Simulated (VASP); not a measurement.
# B (P6_3/mmc) in VASP: a series of runs, part 2 of 2

VASP 6.6.1.

### 4 Relaxation of cell and atoms, revPBE

This run uses another cell than the first one, of 6.55 Å³/atom, 0.470 times its volume.

Contents of INCAR:

```
SYSTEM = B
ALGO = Normal ; EDIFF = 1E-6
EDIFFG = -0.01 ; ENCUT = 600
GGA = RE ; IBRION = 2
ISIF = 3 ; ISMEAR = -1
LASPH = .TRUE. ; LCHARG = .FALSE.
LREAL = .FALSE. ; LWAVE = .FALSE.
NELM = 80 ; NSW = 80
PREC = Accurate ; SIGMA = 0.1
```

Contents of KPOINTS:

```
k-points
0
G
  17 17 5
  0 0 0
```

Contents of POSCAR:

```
B
1.0
    2.1005919712      0.0000000000      0.0000000000
   -1.0502959856      1.8191660100      0.0000000000
    0.0000000000      0.0000000000      6.8605333778
B
4
Direct
    0.0000000000      0.0000000000      0.0000000000
    0.0000000000      0.0000000000      0.5000000000
    0.3333333333      0.6666666667      0.2500000000
    0.6666666667      0.3333333333      0.7500000000
```

Potentials or basis: VASP PAW PBE potentials, release 64 (B).

Command:

```sh
$ cat potpaw_PBE.64/B/POTCAR > POTCAR
$ mpirun -np 1 vasp_std > vasp.out
```

OUTCAR:

```text
SYSTEM = B
   EDIFF = 1E-6
   EDIFFG = -0.01
   ENCUT = 600
   GGA = RE
   IBRION = 2
   ISIF = 3
   ISMEAR = -1
   LASPH = .TRUE.
   LREAL = .FALSE.
   NELM = 80
   NSW = 80
   PREC = Accurate

 ion  position               nearest neighbor table
   1  0.000  0.000  0.000-   3 2.10   4 2.10   3 2.10   4 2.10   4 2.10   3 2.10
   2  0.000  0.000  0.500-   3 2.10   4 2.10   3 2.10   4 2.10   4 2.10   3 2.10
   3  0.333  0.667  0.250-   1 2.10   2 2.10   1 2.10   2 2.10   1 2.10   2 2.10
   4  0.667  0.333  0.750-   1 2.10   2 2.10   1 2.10   2 2.10   1 2.10   2 2.10

  LATTYP: Found a hexagonal cell.
 ALAT       =     2.1005919712
 C/A-ratio  =     3.2659999999

  Lattice vectors:

 A1 = (   2.1005919712,   0.0000000000,   0.0000000000)
 A2 = (  -1.0502959856,   1.8191660100,   0.0000000000)
 A3 = (   0.0000000000,   0.0000000000,   6.8605333778)

Analysis of symmetry for initial positions (statically):
=====================================================================
 Subroutine PRICEL returns:
 Original cell was already a primitive cell.

 Routine SETGRP: Setting up the symmetry group for a
 hexagonal supercell.

 Subroutine GETGRP returns: Found 24 space group operations
 (whereof 12 operations were pure point group operations)
 out of a pool of 24 trial point group operations.

The static configuration has the point symmetry D_3d.
 The point group associated with its full space group is D_6h.

Analysis of symmetry for dynamics (positions and initial velocities):
=====================================================================
 Subroutine PRICEL returns:
[... 288 lines left out ...]
      5      -1.3193      2.00000
      6       7.0164      2.00000
      7       7.0264      2.00000
      8      15.2193      0.00000
      9      26.5424      0.00000
     10      32.1905      0.00000
[... 287 lines left out ...]
 k-point    24 :       0.1765    0.1765    0.0000
  band No.  band energies     occupation
      1      -4.3345      2.00000
      2      -2.6554      2.00000
      3      -2.6111      2.00000
      4       1.2797      2.00000
      5       4.2893      2.00000
      6      11.3642      0.00100
      7      11.3643      0.00100
      8      19.0740      0.00000
      9      19.4495      0.00000
     10      19.6150      0.00000

 [... further k-points ...]

[... ionic steps 4 to 29 ...]

--------------------------------------- Ionic step       30  -------------------------------------------

 number of electron      12.0000001 magnetization

------------------------ aborting loop because EDIFF is reached ----------------------------------------
[... 71 lines left out ...]
--------------------------------------- Ionic step       32  -------------------------------------------

 number of electron      12.0000001 magnetization

 Free energy of the ion-electron system (eV)
  ---------------------------------------------------
  ext. energy  EPLUGINS =         0.00000000
  ---------------------------------------------------
  free energy    TOTEN  =       -22.59833349 eV

  energy without entropy =      -22.56586585  energy(sigma->0) =      -22.58209967

 E-fermi :   6.6746     XC(G=0): -11.0332

 val. band max:        6.6650178185   @ k =   0.2353   0.1765   0.2000
 cond. band min:       6.7864298880   @ k =   0.2941  -0.0000   0.2000
 fundamental gap:      0.1214120694
 Fermi energy:         6.6746280461

 k-point     1 :       0.0000    0.0000    0.0000
  band No.  band energies     occupation
      1     -10.6685      2.00000
      2     -10.2332      2.00000
      3     -10.2328      2.00000
      4      -9.6799      2.00000
      5      -2.5865      2.00000
      6      -0.8148      2.00000
      7      -0.8047      2.00000
      8       1.5481      2.00000
      9      10.6399      0.00000
     10      14.9320      0.00000
[... 330 lines left out ...]
  FREE ENERGIE OF THE ION-ELECTRON SYSTEM (eV)
  ---------------------------------------------------
  free  energy   TOTEN  =       -22.5983334925 eV

  energy  without entropy=      -22.5658658466  energy(sigma->0) =      -22.58209967

 reached required accuracy - stopping structural energy minimisation
```

OSZICAR:

```text
N       E                     dE             d eps       ncg     rms          rms(c)
DAV:   1     0.197713231999E+02    0.19771E+02   -0.66452E+03  1988   0.125E+03
DAV:   2    -0.186704011747E+02   -0.38442E+02   -0.36055E+02  2576   0.176E+02
DAV:   3    -0.200378414219E+02   -0.13674E+01   -0.12678E+01  3084   0.282E+01
[... 246 lines left out ...]
       N       E                     dE             d eps       ncg     rms          rms(c)
DAV:   1    -0.225983368254E+02   -0.13948E-04   -0.17224E-04  2052   0.144E-01    0.850E-03
DAV:   2    -0.225983348868E+02    0.19386E-05   -0.26384E-06  2214   0.118E-02    0.490E-03
DAV:   3    -0.225983335289E+02    0.13579E-05   -0.10385E-06  1224   0.738E-03    0.729E-04
DAV:   4    -0.225983334925E+02    0.36356E-07   -0.14678E-07  1092   0.283E-03
  32 F= -.22598333E+02 E0= -.22582100E+02  d E =-.104303E-04
```

It took 11 min on 1 thread of Intel Xeon 8259CL, shared host; peak memory 0.17 GiB.

Results:

| Property | Result |
| --- | --- |
| Free energy | -22.5983 eV |
| Relaxed volume | 7.95 Å³/atom |
| Relaxed cell | a = 1.721 Å, b = 1.721 Å, c = 12.393 Å, α = 90.00°, β = 90.00°, γ = 120.00° |
| Space group after relaxing (to 0.05 Å) | P6_3/mmc (No. 194) |
| Energy gained by relaxing | 639.8 meV/atom |
| Ionic steps | 32 |
| Pressure after relaxing | 0.0 GPa |
| Band gap on the k mesh | zero (band 6 reaches 9.50 eV, above the bottom of band 7 at -0.80 eV) |

The path:
```tsv
step	energy change (eV)	largest force (eV/Å)	pressure (GPa)	volume (Å³)
1	0.0000	0.0000	-18.67	26.22
2	-0.1407	0.0000	7.32	23.42
3	-0.1502	0.0000	1.31	23.94
4	-0.1799	0.0000	1.96	23.91
5	-0.3042	0.0000	4.34	23.78
6	-0.5888	0.0000	16.00	23.35
7	-0.3497	0.0000	69.49	21.87
8	-0.6500	0.0000	44.50	22.51
9	-0.6821	0.0000	36.30	22.73
10	-0.6687	0.0000	41.21	22.59
11	-0.7674	0.0000	34.56	23.01
12	-0.9739	0.0000	17.08	24.28
13	-1.0419	0.0000	-8.56	26.97
14	-1.0648	0.0000	-1.57	26.09
15	-1.0923	0.0000	-1.43	26.19
16	-1.1686	0.0000	-1.07	26.49
17	-1.3203	0.0000	0.28	27.03
18	-1.8683	0.0000	2.92	27.92
19	-2.2817	0.0000	28.48	29.01
20	-2.4136	0.0000	16.55	28.75
21	-2.4102	0.0000	19.29	28.82
22	-2.4498	0.0000	17.22	29.41
23	-2.4759	0.0000	11.63	31.19
24	-2.4811	0.0000	13.13	30.68
25	-2.5259	0.0000	8.35	31.08
26	-2.5565	0.0000	-2.44	32.09
27	-2.5593	0.0000	-0.20	31.86
28	-2.5593	0.0000	0.05	31.84
29	-2.5593	0.0000	0.06	31.83
30	-2.5594	0.0000	0.09	31.82
31	-2.5594	0.0000	0.16	31.79
32	-2.5594	0.0000	-0.02	31.80
```

Final structure:
```yaml
crystal:
  lattice:
    - [1.72147, 0.00000, 0.00000]
    - [-0.86073, 1.49083, 0.00000]
    - [0.00000, 0.00000, 12.39262]
  atoms:
    - { symbol: B, position: [0.00000, 0.00000, 0.00000] }
    - { symbol: B, position: [0.00000, 0.00000, 0.50000] }
    - { symbol: B, position: [0.33333, 0.66667, 0.25000] }
    - { symbol: B, position: [0.66667, 0.33333, 0.75000] }
```

Levels at points of the mesh, in eV from the Fermi level:
```
           k point  band 4  band 5  band 6  band 7  band 8  band 9  band 10
(0.00, 0.00, 0.00)  -16.35   -9.26   -7.49   -7.48   -5.13    3.97     8.26
```

Caveat: the volume moved by over 15 % at a fixed basis, so the end points are rough; the PAW data sets were made with another functional, which shifts forces and pressure a little.

### 5 The runs side by side

```tsv
task	cell	k mesh	cutoff (eV)	gap on the mesh (eV)	pressure (GPa)
single point	a = 1.723, b = 1.723, c = 21.702 Å, angles 90.0, 90.0, 120.0°, 4 atoms	23 × 23 × 2	520	none	-1.2
single point	a = 1.745, b = 1.745, c = 21.987 Å, angles 90.0, 90.0, 120.0°, 4 atoms	23 × 23 × 2	520	none	-5.4
relaxation of cell and atoms	relaxed from a = 2.101, b = 2.101, c = 6.861 Å, angles 90.0, 90.0, 120.0°, 4 atoms	17 × 17 × 5	600	none	0.0
```

Alike in all rows: level revPBE; potentials or basis VASP PAW PBE potentials, release 64 (B); no spin polarisation; smearing fermi-dirac 0.1 eV.

Caveats: the PAW data sets were made with another functional, which shifts forces and pressure a little; this functional lacks dispersion, which binds the layers, so the pressure and a relaxed spacing across them are unreliable (some runs); the volume moved by over 15 % at a fixed basis, so the end points are rough (some runs).

Total energies depend on the potentials used, so only differences within one code and one set of settings carry meaning.
